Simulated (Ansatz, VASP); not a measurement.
**Two plane-wave programs on KI**

```
CELL_PARAMETERS angstrom
0.00000 4.06006 4.06006
4.06006 0.00000 4.06006
4.06006 4.06006 0.00000
ATOMIC_POSITIONS crystal
K 0.00000 0.00000 0.00000
I 0.25000 0.25000 0.25000
```

Change from the starting cell: volume scaled by 1.05, PAW files.

Alike in both runs: task electric field gradients; functional PBE; k mesh 9 × 9 × 9; occupations fermi-dirac, width 0.03 eV; no spin polarisation.

```csv
,VASP,Ansatz
version,VASP 6.6.1,Ansatz 0.2.0
potentials or method,"VASP PAW PBE potentials, release 64 (K_sv, I)","PAW with Ansatz's default frozen-core files, scalar-relativistic"
plane-wave cutoff (eV),520,420
valence electrons in the cell,16,26
```

|  | VASP | Ansatz | Ansatz less VASP |
| --- | --- | --- | --- |
| gap on the k mesh at the Fermi level (eV) | 3.82 | 3.82 | +0.003 |
| pressure (GPa) | -0.3 | -0.3 | -0.01 |

VASP's potentials hold 16 valence electrons a cell and Ansatz's 26, so a difference there can come from the potentials and not from the codes.

Spin-orbit coupling is off throughout.
